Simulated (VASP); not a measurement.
A run of VASP 6.6.1 is set up as follows.

Contents of INCAR:

```
SYSTEM = HfSi2B4
  PREC = Accurate
  ENCUT = 520
  EDIFF = 1E-6
  ISMEAR = 0
  SIGMA = 0.2
  LREAL = .FALSE.
  LASPH = .TRUE.
  NELM = 80
  ALGO = Normal
  ISIF = 2
  LWAVE = .FALSE.
  LCHARG = .FALSE.
  GGA = PE
  NBANDS = 24
```

KPOINTS

```
Automatic mesh
0
G
  6 6 2
  0 0 0
```

The input POSCAR:

```
HfSi2B4
1.0
    3.0407872404      0.0000000000      0.0000000000
   -1.5203936202      2.6333989977      0.0000000000
    0.0000000000      0.0000000000      9.7226342927
Hf Si B
1 2 4
Direct
    0.0000000000      0.0000000000      0.0000000000
    0.0000000000      0.0000000000      0.6322363704
    0.0000000000      0.0000000000      0.3677636296
    0.6666666667      0.3333333333      0.1863059790
    0.3333333333      0.6666666667      0.1863059790
    0.3333333333      0.6666666667      0.8136940210
    0.6666666667      0.3333333333      0.8136940210
```

Potentials or basis: VASP PAW PBE potentials, release 64 (Hf_pv, Si, B).

Command:

```console
$ cat potpaw_PBE.64/Hf_pv/POTCAR potpaw_PBE.64/Si/POTCAR potpaw_PBE.64/B/POTCAR > POTCAR
$ mpirun -np 1 vasp_std > vasp.out
```

Predict the band gap on the k mesh.

zero (bands 15 and 16 overlap by 2.41 eV).

Predict the largest force.

0.020 eV/Å.

Predict the pressure.

-0.3 GPa.

Stress tensor (GPa, compression positive):
```
-0.22  0.00  0.00
 0.00 -0.22  0.00
 0.00  0.00 -0.31
```

Caveat: the k points lie up to 0.40 Å⁻¹ apart, too coarse for converged energies and pressures of a metal; spin-orbit coupling is left out, which moves the levels of the heavy elements.
